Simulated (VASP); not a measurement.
Set up this calculation in VASP 6.6.1, as the native input.

- Task: single point
- Functional: PBE
- Potentials or basis: VASP PAW PBE potentials, release 64 (Pt, H)
- Cutoff: 520 eV
- k mesh: 6 × 6 × 1
- Occupations: gaussian, width 0.1 eV
- Spin: no spin polarisation
- Dipole correction: yes
- Further INCAR settings: ALGO = Normal; EDIFF = 1e-07; NBANDS = 74

The structure of HPt6 lies in POSCAR:

```
HPt6
1.0
    5.6145835605      0.0000000000      0.0000000000
   -2.8072917802      4.8623719950      0.0000000000
    0.0000000000      0.0000000000     22.6197373747
Pt H
12 2
Direct
    0.3333333333      0.1666666667      0.1768367127
    0.3333333333      0.6666666667      0.1768367127
    0.8333333333      0.1666666667      0.1768367127
    0.8333333333      0.6666666667      0.1768367127
    0.1666666667      0.3333333333      0.2789580515
    0.1666666667      0.8333333333      0.2789580515
    0.6666666667      0.3333333333      0.2789580515
    0.6666666667      0.8333333333      0.2789580515
    0.0000000000      0.0000000000      0.3810715055
    0.0000000000      0.5000000000      0.3810715055
    0.5000000000      0.0000000000      0.3810715055
    0.5000000000      0.5000000000      0.3810715055
    0.1137496266      0.2274992532      0.4434064467
    0.3862503734      0.7725007468      0.4434064467
```

These files were run (other wordings do the same):

INCAR

```
SYSTEM = HPt6
PREC = Accurate
ENCUT = 520
EDIFF = 1E-7
ISMEAR = 0
SIGMA = 0.1
LREAL = .FALSE.
LASPH = .TRUE.
NELM = 100
ALGO = Normal
ISIF = 2
LWAVE = .FALSE.
LCHARG = .TRUE.
LDIPOL = .TRUE.
IDIPOL = 3
DIPOL = 0.5 0.5 0.302
GGA = PE
LELF = .TRUE.
LVHAR = .TRUE.
LVACPOTAV = .TRUE.
NBANDS = 74
```

KPOINTS

```
Automatic mesh
0
G
  6 6 1
  0 0 0
```

Potentials or basis: VASP PAW PBE potentials, release 64 (Pt, H).

Launch:

```sh
$ cat potpaw_PBE.64/Pt/POTCAR potpaw_PBE.64/H/POTCAR > POTCAR
$ mpirun -np 1 vasp_std > vasp.out
```

Results of the run:

```
Largest force          : 1.658 eV/Å
Band gap on the k mesh : zero (bands 61 and 62 overlap by 0.70 eV)
```

Caveat: spin-orbit coupling is left out, which moves the levels of the heavy elements.

Run time: 40 min on 1 thread of Intel(R) Xeon(R) Platinum 8124M CPU @ 3.00GHz (Skylake/Cascade Lake), on a shared host, peak memory 0.87 GiB.
